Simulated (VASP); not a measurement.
**PbSe2: single point with r2SCAN+rVV10**

PbSe2:

```
Pb Se
1.0
     3.98761    0.00000    0.00000
    -1.99380    3.45337    0.00000
     0.00000    0.00000   11.47879
Pb Se
2 4
Cartesian
  0.0000 2.3022 2.8697
  1.9938 1.1511 8.6091
  1.9938 1.1511 4.6654
  1.9938 1.1511 1.0740
  0.0000 2.3022 10.4048
  0.0000 2.3022 6.8134
```

```yaml
Program: VASP 6.6.1
Task: single point
Functional: r2SCAN
Dispersion: rVV10
Potentials_or_basis: VASP PAW PBE potentials, release 64 (Pb_d, Se)
Cutoff: 520 eV
k_mesh: 12 × 12 × 4
Occupations: fermi-dirac, width 0.03 eV
Spin: no spin polarisation
Dipole_correction: no
Further_INCAR_settings: ALGO = Normal; EDIFF = 1e-06; NBANDS = 35
```

```json
{
  "Pressure": "0.5 GPa",
  "Largest force": "0.128 eV/Å",
  "Band gap on the k mesh": "zero (bands 26 and 27 overlap by 0.64 eV)"
}
```

Forces on the atoms (eV/Å):
```
Pb   0.000  0.000  0.000
Pb   0.000  0.000  0.000
Se   0.000  0.000  0.128
Se   0.000  0.000 -0.128
Se   0.000  0.000  0.128
Se   0.000  0.000 -0.128
```

Stress tensor (GPa, compression positive):
```
0.60 0.00 0.00
0.00 0.60 0.00
0.00 0.00 0.28
```

Levels at points of the mesh, in eV from the Fermi level:
| k point | band 22 | band 23 | band 24 | band 25 | band 26 | band 27 | band 28 | band 29 | band 30 | band 31 |
| --- | --- | --- | --- | --- | --- | --- | --- | --- | --- | --- |
| (0.00, 0.00, 0.00) | -1.14 | -0.71 | -0.69 | -0.69 | -0.05 | -0.05 | 1.44 | 3.66 | 4.10 | 4.10 |
| (0.50, 0.00, 0.00) | -1.96 | -1.81 | -1.79 | -1.02 | -0.08 | 0.18 | 0.72 | 2.40 | 3.47 | 4.04 |
| (0.00, 0.00, 0.50) | -1.47 | -0.30 | -0.30 | -0.30 | -0.30 | 0.49 | 0.49 | 4.28 | 4.28 | 4.28 |
| (0.50, 0.00, 0.50) | -2.67 | -1.27 | -1.27 | -0.77 | -0.77 | 0.03 | 0.03 | 3.27 | 3.27 | 4.48 |

Wall time 25 min on 1 thread of Oxide Virtual Turin-like Processor, with other jobs on the host, peak memory 0.73 GiB.

Caveat: semilocal functionals underestimate gaps, and a narrow one can read as zero; the PAW data sets were made with another functional, which shifts forces and pressure a little; spin-orbit coupling is left out, which moves the levels of the heavy elements.
